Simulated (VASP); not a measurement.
Wanted: the native input for a VASP 6.6.1 run.

```yaml
Task: single point
Functional: HSE06
Potentials_or_basis: VASP PAW PBE potentials, release 64 (Sn_d, Al)
Cutoff: 520 eV
k_mesh: 4 × 4 × 6
Occupations: fermi-dirac, width 0.05 eV
Spin: no spin polarisation
Dipole_correction: no
Grid_for_exact_exchange_PRECFOCK: Normal
Further_INCAR_settings: ALGO = Normal; EDIFF = 1e-07; NBANDS = 16
Share_of_exact_exchange: 0.25
Screening_parameter: 0.2079 1/Å
```

The system is AlSn.

```xyz
2
Lattice="4.1414 0.0000 0.0000 -2.0707 3.5865 0.0000 0.0000 0.0000 3.2622" Properties=species:S:1:pos:R:3 pbc="T T T"
Sn    0.0000    2.3910    1.6311
Al    0.0000    0.0000    0.0000
```

These files were run (other wordings do the same):

POSCAR

```
AlSn
1.0
    4.1413675035      0.0000000000      0.0000000000
   -2.0706837517      3.5865294644      0.0000000000
    0.0000000000      0.0000000000      3.2621543997
Sn Al
1 1
Direct
    0.3333333333      0.6666666667      0.5000000000
    0.0000000000      0.0000000000      0.0000000000
```

INCAR.step1

```
SYSTEM = AlSn
  PREC = Accurate
  ENCUT = 520
  EDIFF = 1E-5
  ISMEAR = -1
  SIGMA = 0.05
  LREAL = .FALSE.
  LASPH = .TRUE.
  NELM = 80
  ALGO = Normal
  ISIF = 2
  LWAVE = .TRUE.
  GGA = PE
  NBANDS = 16
```

INCAR.step2

```
SYSTEM = AlSn
  PREC = Accurate
  ENCUT = 520
  EDIFF = 1E-7
  ISMEAR = -1
  SIGMA = 0.05
  LREAL = .FALSE.
  LASPH = .TRUE.
  NELM = 80
  ALGO = Normal
  ISIF = 2
  LWAVE = .FALSE.
  LCHARG = .TRUE.
  GGA = PE
  LHFCALC = .TRUE.
  HFSCREEN = 0.2079
  PRECFOCK = Normal
  LELF = .TRUE.
  LVHAR = .TRUE.
  ISTART = 1
  NBANDS = 16
```

KPOINTS

```
Automatic mesh
0
G
  4 4 6
  0 0 0
```

Potentials or basis: VASP PAW PBE potentials, release 64 (Sn_d, Al).

Run with:

```bash
$ cat potpaw_PBE.64/Sn_d/POTCAR potpaw_PBE.64/Al/POTCAR > POTCAR
$ cp INCAR.step1 INCAR
$ mpirun -np 1 vasp_std > vasp.out
$ cp INCAR.step2 INCAR
$ mpirun -np 1 vasp_std > vasp.out
```

Results of the run:

```yaml
Pressure: 1.0 GPa
Band_gap_on_the_k_mesh: zero (an odd number of electrons rules out a gap without spin polarisation)
```

Caveat: the k points lie up to 0.44 Å⁻¹ apart, too coarse for converged energies and pressures of a metal; the PAW data sets were made with another functional, which shifts forces and pressure a little; spin-orbit coupling is left out, which moves the levels of the heavy elements.

Run time: 25 min on 1 thread of AMD EPYC 7R13 Processor (Zen 3), on a shared host, peak memory 0.25 GiB.
